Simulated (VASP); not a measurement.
Set up this calculation in VASP 6.6.1, as the native input.

| Quantity | Value |
| --- | --- |
| Task | single point |
| Functional | PBE |
| Potentials or basis | VASP PAW PBE potentials, release 64 (Sb, Se) |
| Cutoff | 500 eV |
| k mesh | 3 × 3 × 3 |
| Occupations | gaussian, width 0.2 eV |
| Spin | no spin polarisation |
| Dipole correction | no |
| Further INCAR settings | ALGO = Normal; EDIFF = 1e-06; NBANDS = 26 |

The structure of SbSe5 lies in POSCAR:

```
SbSe5
1.0
    5.8428776200      0.0000000026      0.0000000000
   -2.9214388123      5.0600804488      0.0000000000
    0.0000000000      0.0000000000      4.6942017572
Sb Se
1 5
Direct
    0.0000000000      0.0000000000      0.0000000000
    0.3333333333      0.6666666667      0.0000000000
    0.6666666667      0.3333333333      0.0000000000
    0.5000000000      0.0000000000      0.5000000000
    0.5000000000      0.5000000000      0.5000000000
    0.0000000000      0.5000000000      0.5000000000
```

The cell was built from a structure type or drawn by symmetry, and may not be a known phase.

One way to write it, as run:

INCAR

```
  ALGO = Normal
  EDIFF = 1E-6
  ENCUT = 500
  GGA = PE
  GGA_COMPAT = False
  ISIF = 2
  ISMEAR = 0
  LASPH = True
  LCHARG = False
  LREAL = False
  LWAVE = False
  NBANDS = 26
  NELM = 120
  PREC = Accurate
  SIGMA = 0.2
```

KPOINTS

```
k-points
0
Gamma
  3 3 3
```

Potentials or basis: VASP PAW PBE potentials, release 64 (Sb, Se).

Launch:

```console
$ cat potpaw_PBE.64/Sb/POTCAR potpaw_PBE.64/Se/POTCAR > POTCAR
$ mpirun -np 1 vasp_std > vasp.out
```

Results of the run:

```
Pressure               : -0.4 GPa
Band gap on the k mesh : zero (an odd number of electrons rules out a gap without spin polarisation)
```

Caveat: the k points lie up to 0.45 Å⁻¹ apart, too coarse for converged energies and pressures of a metal; spin-orbit coupling is left out, which moves the levels of the heavy elements.

Run time: 14 s on 1 thread of AMD EPYC 9R45 96-Core Processor (Zen 5) (shared host), peak memory 0.24 GiB.
